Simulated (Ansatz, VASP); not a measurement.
# MgO in VASP and in Ansatz

```
CELL_PARAMETERS angstrom
3.50006 0.00000 0.00000
-1.75003 3.03114 0.00000
0.00000 0.00000 4.56548
ATOMIC_POSITIONS crystal
Mg 0.66667 0.33333 0.75000
Mg 0.33333 0.66667 0.25000
O 0.66667 0.33333 0.25000
O 0.33333 0.66667 0.75000
```

Alike in both runs: task single point; functional PBE; k mesh 9 × 9 × 6; occupations gaussian, width 0.05 eV; no spin polarisation.

|  | VASP | Ansatz |
| --- | --- | --- |
| version | VASP 6.6.1 | Ansatz 0.2.0 |
| potentials or method | VASP PAW PBE potentials, release 64 (Mg, O), cutoff 520 eV | scalar-relativistic, plane waves, PAW |
| valence electrons in the cell | 16 | 32 |

Ansatz gave:

- gap on the k mesh at the Fermi level (eV): 2.86
- least direct gap on the mesh (eV): 2.86
- pressure (GPa): -5.8
- traceless stress, the component that is largest in VASP (GPa): -4.89

Estimate VASP's values.

gap on the k mesh at the Fermi level (eV): 2.83; least direct gap on the mesh (eV): 2.83; pressure (GPa): -6.3; traceless stress, the component that is largest in VASP (GPa): -4.97.

VASP's potentials hold 16 valence electrons a cell and Ansatz's 32, so a difference there can come from the potentials and not from the codes.
